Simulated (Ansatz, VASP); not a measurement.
## Be3H4Br2: VASP beside Ansatz

```xyz
9
Lattice="3.3495 0.0000 0.0000 -1.6747 2.9007 0.0000 0.0000 0.0000 9.7007" Properties=species:S:1:pos:R:3 pbc="T T T"
Be    1.6747    0.9669    8.8128
Be    0.0000    0.0000    4.8504
Be    0.0000    1.9338    0.8879
H     0.0000    1.9338    4.8772
H     1.6747    0.9669    0.5156
H     1.6747    0.9669    4.8235
H     0.0000    1.9338    9.1851
Br    0.0000    0.0000    7.3455
Br    0.0000    0.0000    2.3552
```

Alike in both runs: functional PBE; k mesh 6 × 6 × 2; occupations gaussian, width 0.1 eV; no spin polarisation.

Ansatz relaxed the structure, and its values are those at the end. VASP's run is a single point on that final structure, the one shown.

|  | VASP | Ansatz |
| --- | --- | --- |
| version | VASP 6.6.1 | Ansatz 0.2.0 |
| potentials or method | VASP PAW PBE potentials, release 64 (Be, H, Br), cutoff 600 eV | scalar-relativistic, plane waves, PAW |
| valence electrons in the cell | 24 | 24 |

Ansatz gave:

```
gap on the k mesh at the Fermi level (eV) : none
pressure (GPa)                            : 0.0
rms of the force components (eV/Å)        : 0.004
```

Task: What did VASP give for the same quantities?

Result: gap on the k mesh at the Fermi level (eV): none; pressure (GPa): 0.0; rms of the force components (eV/Å): 0.007.

A gap of «none» marks a metal or a gap that the smearing closes.

The k mesh is coarse, so the values compare programs but aren't converged.
